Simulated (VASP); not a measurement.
# SiC (P6_3mc) in VASP: settings compared

SiC is run at these levels: PBEsol+D4, BLYP+D4, SVWN5, PBE; tasks: single point.

All numbers are computed with VASP 6.6.1; they aren't measurements. Logs are shortened: lines on timing, memory, paths and dates and some standing lists are left out, and cuts for length are marked.

### Step 1. The cell of the first run

It takes space group P6_3mc (No. 186, hexagonal). The conventional cell has a = 3.095 Å, b = 3.095 Å, c = 15.170 Å, α = 90.00°, β = 90.00°, γ = 120.00°. Si (site symmetry 3m) has 4 C at 1.90 Å within 2.5 Å. Si (site symmetry 3m) has 4 C at 1.90 Å within 2.5 Å. Within 2.5 Å of Si (site symmetry 3m) lie 4 C at 1.90 Å. C (site symmetry 3m) has 4 Si at 1.90 Å within 2.5 Å. C (site symmetry 3m) has 4 Si at 1.90 Å within 2.5 Å. C (site symmetry 3m) has 4 Si at 1.90 Å within 2.5 Å.

### Step 2. Single point, PBEsol+D4

Input file INCAR:

```
PREC = Accurate ; ENCUT = 520
EDIFF = 1E-6 ; ISMEAR = -1
SIGMA = 0.05 ; LREAL = F
LASPH = T ; NELM = 60
ALGO = Normal ; ISIF = 2
LWAVE = F ; LCHARG = F
GGA = PS ; IVDW = 13
NBANDS = 36
```

Input file KPOINTS:

```
regular mesh
0
Gamma
  10 10 2
```

Input file POSCAR:

```
SiC
1.0
    3.0950000000      0.0000000000      0.0000000000
   -1.5475000000      2.6803486247      0.0000000000
    0.0000000000      0.0000000000     15.1700000000
Si C
6 6
Direct
    0.6666666667      0.3333333333      0.4583000000
    0.3333333333      0.6666666667      0.9583000000
    0.6666666667      0.3333333333      0.7917000000
    0.3333333333      0.6666666667      0.2917000000
    0.0000000000      0.0000000000      0.6250000000
    0.0000000000      0.0000000000      0.1250000000
    0.6666666667      0.3333333333      0.3333000000
    0.3333333333      0.6666666667      0.8333000000
    0.6666666667      0.3333333333      0.6667000000
    0.3333333333      0.6666666667      0.1667000000
    0.0000000000      0.0000000000      0.5000000000
    0.0000000000      0.0000000000      0.0000000000
```

Potentials or basis: VASP PAW PBE potentials, release 64 (Si, C).

Started as:

```bash
> cat potpaw_PBE.64/Si/POTCAR potpaw_PBE.64/C/POTCAR > POTCAR
> mpirun -np 1 vasp_std > vasp.out
```

OUTCAR:

```text
PREC = Accurate
   ENCUT = 520
   EDIFF = 1E-6
   ISMEAR = -1
   LREAL = F
   LASPH = T
   NELM = 60
   ISIF = 2
   GGA = PS
   IVDW = 13

 ion  position               nearest neighbor table
   1  0.667  0.333  0.458-  11 1.90  11 1.90  11 1.90   7 1.90   4 3.10   4 3.10   4 3.10   5 3.10
                             5 3.10   5 3.10
   2  0.333  0.667  0.958-  12 1.90  12 1.90  12 1.90   8 1.90   3 3.10   3 3.10   3 3.10   6 3.10
                             6 3.10   6 3.10
   3  0.667  0.333  0.792-   8 1.90   8 1.90   8 1.90   9 1.90   2 3.10   2 3.10   2 3.10   5 3.10
                             5 3.10   5 3.10
   4  0.333  0.667  0.292-   7 1.90   7 1.90   7 1.90  10 1.90   1 3.10   1 3.10   1 3.10   6 3.10
                             6 3.10   6 3.10
   5  0.000  0.000  0.625-   9 1.90   9 1.90   9 1.90  11 1.90   3 3.10   1 3.10   3 3.10   1 3.10
                             1 3.10   3 3.10
   6  0.000  0.000  0.125-  10 1.90  10 1.90  10 1.90  12 1.90   4 3.10   2 3.10   2 3.10   4 3.10
                             4 3.10   2 3.10
   7  0.667  0.333  0.333-   4 1.90   4 1.90   4 1.90   1 1.90
   8  0.333  0.667  0.833-   3 1.90   3 1.90   3 1.90   2 1.90
   9  0.667  0.333  0.667-   5 1.90   5 1.90   5 1.90   3 1.90
  10  0.333  0.667  0.167-   6 1.90   6 1.90   6 1.90   4 1.90
  11  0.000  0.000  0.500-   1 1.90   1 1.90   1 1.90   5 1.90
  12  0.000  0.000  0.000-   2 1.90   2 1.90   2 1.90   6 1.90

  LATTYP: Found a hexagonal cell.
 ALAT       =     3.0950000000
 C/A-ratio  =     4.9014539580

  Lattice vectors:

 A1 = (   3.0950000000,   0.0000000000,   0.0000000000)
 A2 = (  -1.5475000000,   2.6803486247,   0.0000000000)
 A3 = (   0.0000000000,   0.0000000000,  15.1700000000)

Analysis of symmetry for initial positions (statically):
=====================================================================
 Subroutine PRICEL returns:
 Original cell was already a primitive cell.

 Routine SETGRP: Setting up the symmetry group for a
 hexagonal supercell.

 Subroutine GETGRP returns: Found 12 space group operations
 (whereof  6 operations were pure point group operations)
 out of a pool of 24 trial point group operations.

The static configuration has the point symmetry C_3v.
 The point group associated with its full space group is C_6v.

Analysis of symmetry for dynamics (positions and initial velocities):
=====================================================================
 Subroutine PRICEL returns:
[... 141 lines left out ...]
   NELECT =      48.0000    total number of electrons
   NUPDOWN=      -1.0000    fix difference up-down
   EMIN   =  10.00;   EMAX   =-10.00  energy-range for DOS
   EFERMI =   0.00;   METHOD = LEGACY
   ISMEAR =    -1;   SIGMA  =   0.05  broadening in eV -4-tet -1-fermi 0-gaus
   EFERMI_NEDOS =   21; number of points for ismear=-14 and -15
   IALGO  =     38    algorithm
   IMIX   =      4    mixing-type and parameters
     AMIX     =   0.40;   BMIX     =  1.00
     AMIX_MAG =   1.60;   BMIX_MAG =  1.00
  volume/ion in A,a.u.               =      10.49        70.77
  Fermi-wavevector in a.u.,A,eV,Ry     =   1.187252  2.243580 19.178312  1.409566
  Thomas-Fermi vector in A             =   2.323407
   LORBIT       =      0    0 simple, 1 ext, 2 COOP (PROOUT), +10 PAW based schemes
   GGA     = PS    functional components
   LHFCALC =     F    Hartree Fock is set to
   AEXX    =    0.0000 exact exchange contribution
   IVDW    =    13    specifies the selected vdW correction
   LEPSILON=     F    determine dielectric tensor
   LRPA    =     F    only Hartree local field effects (RPA)
 non-spin polarized calculation
  energy-cutoff  :      520.00
  volume of cell :      125.85
 maximum number of plane-waves:      3436
 NGX is ok and might be reduce to    24
   NGX = 11   NGY = 11   NGZ = 57

 number of electron      48.0000002 magnetization

 Free energy of the ion-electron system (eV)
  ---------------------------------------------------
  ext. energy  EPLUGINS =         0.00000000
  ---------------------------------------------------
  free energy    TOTEN  =       -95.48985704 eV

  energy without entropy =      -95.48985704  energy(sigma->0) =      -95.48985704

 E-fermi :   8.9058     XC(G=0): -11.4449

 val. band max:        7.9539132979   @ k =   0.0000   0.0000   0.0000
 cond. band min:       9.8631302509   @ k =   0.5000  -0.0000   0.0000
 fundamental gap:      1.9092169529
 Fermi energy:         8.9058044726

 k-point     1 :       0.0000    0.0000    0.0000
  band No.  band energies     occupation
      1      -7.4201      2.00000
      2      -6.9053      2.00000
      3      -6.8612      2.00000
      4      -5.3772      2.00000
      5      -5.3458      2.00000
      6      -3.8552      2.00000
[... 925 lines left out ...]
     35      15.3287      0.00000
     36      15.3288      0.00000

 [... further k-points ...]

------------------------ aborting loop because EDIFF is reached ----------------------------------------

  DFT-D4 for vdW energy calculation

  Edisp (eV):   -2.20726

  FORCE on cell =-STRESS in cart. coord.  units (eV):
  Direction    XX          YY          ZZ          XY          YZ          ZX
  --------------------------------------------------------------------------------------
  -------------------------------------------------------------------------------------
  Total      -4.26827    -4.26827    -3.65963     0.00000     0.00000     0.00000
  in kB     -54.34072   -54.34072   -46.59182     0.00000     0.00000     0.00000
  external pressure =      -51.76 kB  Pullay stress =        0.00 kB

 VOLUME and BASIS-vectors are now :
 -----------------------------------------------------------------------------
  energy-cutoff  :      520.00
  volume of cell :      125.85
      direct lattice vectors                 reciprocal lattice vectors
     3.095000000  0.000000000  0.000000000     0.323101777  0.186542898  0.000000000
    -1.547500000  2.680348625  0.000000000     0.000000000  0.373085796  0.000000000
     0.000000000  0.000000000 15.170000000     0.000000000  0.000000000  0.065919578

 POSITION                                       TOTAL-FORCE (eV/Angst)
 -----------------------------------------------------------------------------------
      1.54750      0.89345      6.95241         0.000000     -0.000000      0.054822
     -0.00000      1.78690     14.53741         0.000000      0.000000      0.054822
      1.54750      0.89345     12.01009        -0.000000     -0.000000      0.025009
     -0.00000      1.78690      4.42509         0.000000      0.000000      0.025009
      0.00000      0.00000      9.48125        -0.000000      0.000000      0.045720
      0.00000      0.00000      1.89625         0.000000     -0.000000      0.045720
      1.54750      0.89345      5.05616         0.000000     -0.000000     -0.014017
     -0.00000      1.78690     12.64116        -0.000000      0.000000     -0.014017
      1.54750      0.89345     10.11384        -0.000000      0.000000      0.032042
     -0.00000      1.78690      2.52884         0.000000     -0.000000      0.032042
      0.00000      0.00000      7.58500         0.000000      0.000000     -0.143576
      0.00000      0.00000      0.00000        -0.000000      0.000000     -0.143576
 -----------------------------------------------------------------------------------
    total drift:                                0.000000      0.000000     -0.000514

  FREE ENERGIE OF THE ION-ELECTRON SYSTEM (eV)
  ---------------------------------------------------
  free  energy   TOTEN  =       -97.6971207008 eV

  energy  without entropy=      -97.6971207002  energy(sigma->0) =      -97.69712070
```

OSZICAR:

```text
N       E                     dE             d eps       ncg     rms          rms(c)
DAV:   1     0.114169378275E+03    0.11417E+03   -0.21724E+04  2016   0.120E+03
DAV:   2    -0.943362493840E+02   -0.20851E+03   -0.19579E+03  2692   0.205E+02
DAV:   3    -0.105867101662E+03   -0.11531E+02   -0.11453E+02  2656   0.456E+01
DAV:   4    -0.106039357909E+03   -0.17226E+00   -0.17193E+00  2576   0.641E+00
DAV:   5    -0.106042982753E+03   -0.36248E-02   -0.36222E-02  2572   0.889E-01    0.211E+01
DAV:   6    -0.959011534248E+02    0.10142E+02   -0.29363E+01  2496   0.198E+01    0.957E+00
DAV:   7    -0.955746797794E+02    0.32647E+00   -0.29365E+00  2692   0.649E+00    0.393E+00
DAV:   8    -0.954997649668E+02    0.74915E-01   -0.20054E-01  2448   0.176E+00    0.118E+00
DAV:   9    -0.954894969237E+02    0.10268E-01   -0.25621E-02  2532   0.700E-01    0.169E-01
DAV:  10    -0.954898328577E+02   -0.33593E-03   -0.15737E-03  2496   0.177E-01    0.858E-02
DAV:  11    -0.954898576596E+02   -0.24802E-04   -0.12231E-04  2548   0.609E-02    0.146E-02
DAV:  12    -0.954898570392E+02    0.62043E-06   -0.80273E-06  2504   0.128E-02
   1 F= -.97697121E+02 E0= -.97697121E+02  d E =-.582989E-09
```

stdout:

```text
POSCAR found type information on POSCAR SiC
 POSCAR found :  2 types and      12 ions
 scaLAPACK will be used
 -----------------------------------------------------------------------------
|                                                                             |
|                                                                             |
|     You enforced a specific xc type in the INCAR file but a different       |
|     I HOPE YOU KNOW WHAT YOU ARE DOING!                                     |
|                                                                             |
 -----------------------------------------------------------------------------

 LDA part: xc-table for (Slater+PW92), standard interpolation
 POSCAR, INCAR and KPOINTS ok, starting setup
 FFT: planning ... GRIDC
 FFT: planning ... GRID_SOFT
 FFT: planning ... GRID
 WAVECAR not read
 entering main loop
```

Wall time 49 s (1 thread of Intel Xeon 6975P-C (Granite Rapids), shared host); peak memory 0.29 GiB.

Results:

```yaml
Free_energy: -97.6971 eV
Pressure: -5.2 GPa
Largest_force: 0.144 eV/Å
Band_gap_on_the_k_mesh: 1.91 eV (least direct gap 3.01 eV)
Dispersion_energy_per_atom: -0.184 eV
```

Forces in eV/Å, atoms in the order of the input:
```
Si   0.000  0.000  0.055
Si   0.000  0.000  0.055
Si   0.000  0.000  0.025
Si   0.000  0.000  0.025
Si   0.000  0.000  0.046
Si   0.000  0.000  0.046
C    0.000  0.000 -0.014
C    0.000  0.000 -0.014
C    0.000  0.000  0.032
C    0.000  0.000  0.032
C    0.000  0.000 -0.144
C    0.000  0.000 -0.144
```

Stress tensor (GPa, compression positive):
```
-5.43  0.00  0.00
 0.00 -5.43  0.00
 0.00  0.00 -4.66
```

Caveat: the cell stands under tension; the PAW data sets were made with another functional, which shifts forces and pressure a little. A k mesh can miss the band edges.

### Step 3. Single point, BLYP+D4

Input file INCAR:

```
SYSTEM = SiC
PREC     = Accurate       ! precision mode
ENCUT    = 520            ! plane-wave cutoff, eV
EDIFF    = 1E-6           ! SCF threshold, eV
ISMEAR   = -1             ! smearing method
SIGMA    = 0.05           ! smearing width, eV
LREAL    = .FALSE.        ! projectors in reciprocal space
LASPH    = .TRUE.         ! aspherical terms in the spheres
NELM     = 100            ! most SCF steps
ALGO     = Normal         ! electronic algorithm
ISIF     = 2              ! what is computed and relaxed
LWAVE    = .FALSE.        ! write WAVECAR
LCHARG   = .TRUE.         ! write CHGCAR
GGA      = B5             ! functional
ALDAX    = 1.0          
AGGAX    = 1.0          
AGGAC    = 1.0          
ALDAC    = 0.0          
IVDW     = 13             ! dispersion correction
VDW_S6   = 1.0          
VDW_S8   = 2.34076671   
VDW_A1   = 0.44488865   
VDW_A2   = 4.0933009    
LELF     = .TRUE.         ! ELF
LVHAR    = .TRUE.       
NBANDS   = 36             ! bands
```

Input file KPOINTS:

```
Automatic mesh
0
G
  10 10 2
  0 0 0
```

POSCAR is that of step 2.

Potentials or basis: VASP PAW PBE potentials, release 64 (Si, C).

Started as:

```bash
> cat potpaw_PBE.64/Si/POTCAR potpaw_PBE.64/C/POTCAR > POTCAR
> mpirun -np 1 vasp_std > vasp.out
```

It took 72 s on 1 thread of Intel Xeon 6975P-C (Granite Rapids), shared host; peak memory 0.28 GiB.

It converged, with:

```
Free energy                : -89.5351 eV
Pressure                   : -3.1 GPa
Largest force              : 0.145 eV/Å
Band gap on the k mesh     : 2.33 eV (least direct gap 3.42 eV)
Dispersion energy per atom : -0.633 eV
```

Forces on the atoms (eV/Å):
```
Si   0.000  0.000  0.040
Si   0.000  0.000  0.040
Si   0.000  0.000  0.023
Si   0.000  0.000  0.023
Si   0.000  0.000  0.052
Si   0.000  0.000  0.052
C    0.000  0.000 -0.015
C    0.000  0.000 -0.015
C    0.000  0.000  0.046
C    0.000  0.000  0.046
C    0.000  0.000 -0.145
C    0.000  0.000 -0.145
```

Stress tensor (GPa, compression positive):
```
-3.41  0.00  0.00
 0.00 -3.41  0.00
 0.00  0.00 -2.48
```

Levels at points of the mesh, in eV from the valence-band top:
```
           k point  band 22  band 23  band 24  band 25  band 26  band 27
(0.00, 0.00, 0.00)    -0.05     0.00     0.00     5.18     5.36     5.75
(0.50, 0.00, 0.00)    -1.74    -1.61    -1.09     2.33     2.50     3.46
(0.00, 0.00, 0.50)    -0.09    -0.09    -0.09     5.25     5.25     5.99
(0.50, 0.00, 0.50)    -1.68    -1.28    -1.28     2.37     2.37     3.68
```

Caveat: the cell stands under tension; the PAW data sets were made with another functional, which shifts forces and pressure a little.

### Step 4. Single point, SVWN5

Input file INCAR:

```
PREC = Accurate
ENCUT = 520
EDIFF = 1E-6
ISMEAR = -1
SIGMA = 0.05
LREAL = F
LASPH = T
NELM = 100
ALGO = Normal
ISIF = 2
LWAVE = F
LCHARG = F
GGA = VW
NBANDS = 36
```

Input file KPOINTS:

```
regular mesh
0
Gamma
  10 10 2
```

POSCAR is that of step 3.

Started as:

```bash
> cat potpaw_PBE.64/Si/POTCAR potpaw_PBE.64/C/POTCAR > POTCAR
> mpirun -np 1 vasp_std > vasp.out
```

Run time: 49 s. Hardware: 1 thread of Intel Xeon 6975P-C (Granite Rapids), shared host; peak memory 0.24 GiB.

The run converged. Its results:

```
Free energy            : -99.5514 eV
Pressure               : -6.2 GPa
Largest force          : 0.144 eV/Å
Band gap on the k mesh : 1.98 eV (least direct gap 3.08 eV)
```

Forces on the atoms (eV/Å):
```
Si   0.000  0.000  0.049
Si   0.000  0.000  0.049
Si   0.000  0.000  0.022
Si   0.000  0.000  0.022
Si   0.000  0.000  0.051
Si   0.000  0.000  0.051
C    0.000  0.000 -0.011
C    0.000  0.000 -0.011
C    0.000  0.000  0.034
C    0.000  0.000  0.034
C    0.000  0.000 -0.144
C    0.000  0.000 -0.144
```

Stress tensor (GPa, compression positive):
```
-6.44  0.00  0.00
 0.00 -6.44  0.00
 0.00  0.00 -5.64
```

Levels at points of the mesh, in eV from the valence-band top:
| k point | band 21 | band 22 | band 23 | band 24 | band 25 | band 26 | band 27 | band 28 |
| --- | --- | --- | --- | --- | --- | --- | --- | --- |
| (0.00, 0.00, 0.00) | -0.30 | -0.05 | 0.00 | 0.00 | 5.00 | 5.17 | 5.57 | 6.08 |
| (0.50, 0.00, 0.00) | -1.82 | -1.79 | -1.68 | -1.10 | 1.98 | 2.14 | 3.10 | 3.81 |
| (0.00, 0.00, 0.50) | -0.10 | -0.10 | -0.10 | -0.10 | 5.07 | 5.07 | 5.80 | 5.80 |
| (0.50, 0.00, 0.50) | -1.73 | -1.73 | -1.31 | -1.31 | 2.01 | 2.01 | 3.33 | 3.33 |

Caveat: the cell stands under tension; the PAW data sets were made with another functional, which shifts forces and pressure a little. A k mesh can miss the band edges.

### Step 5. Single point, PBE

Input file INCAR:

```
SYSTEM = SiC
PREC = Accurate
ENCUT = 520
EDIFF = 1E-7
ISMEAR = -1
SIGMA = 0.05
LREAL = .FALSE.
LASPH = .TRUE.
NELM = 60
ALGO = Normal
ISIF = 2
LWAVE = .FALSE.
LCHARG = .TRUE.
GGA = PE
LELF = .TRUE.
LVHAR = .TRUE.
NBANDS = 36
```

Input file KPOINTS:

```
Automatic mesh
0
G
  10 10 2
  0 0 0
```

POSCAR is that of step 4.

Started as:

```bash
> cat potpaw_PBE.64/Si/POTCAR potpaw_PBE.64/C/POTCAR > POTCAR
> mpirun -np 1 vasp_std > vasp.out
```

Run time: 60 s. Hardware: 1 thread of Intel Xeon 6975P-C (Granite Rapids), shared host; peak memory 0.28 GiB.

Results (log left out):

| Quantity | Value |
| --- | --- |
| Free energy | -90.3723 eV |
| Pressure | 0.2 GPa |
| Largest force | 0.142 eV/Å |
| Band gap on the k mesh | 2.02 eV (least direct gap 3.12 eV) |

Forces on the atoms (eV/Å):
```
Si   0.000  0.000  0.054
Si   0.000  0.000  0.054
Si   0.000  0.000  0.025
Si   0.000  0.000  0.025
Si   0.000  0.000  0.043
Si   0.000  0.000  0.043
C    0.000  0.000 -0.014
C    0.000  0.000 -0.014
C    0.000  0.000  0.034
C    0.000  0.000  0.034
C    0.000  0.000 -0.142
C    0.000  0.000 -0.142
```

Stress tensor (GPa, compression positive):
```
-0.08  0.00  0.00
 0.00 -0.08  0.00
 0.00  0.00  0.70
```

Levels at points of the mesh, in eV from the valence-band top:
```
           k point  band 21  band 22  band 23  band 24  band 25  band 26  band 27  band 28
(0.00, 0.00, 0.00)    -0.30    -0.05     0.00     0.00     5.04     5.21     5.62     6.13
(0.50, 0.00, 0.00)    -1.80    -1.77    -1.66    -1.09     2.02     2.20     3.18     3.87
(0.00, 0.00, 0.50)    -0.10    -0.10    -0.10    -0.10     5.11     5.11     5.85     5.85
(0.50, 0.00, 0.50)    -1.71    -1.71    -1.30    -1.30     2.06     2.06     3.41     3.41
```

A k mesh can miss the band edges.

(Part 1 of 2 ends here.)
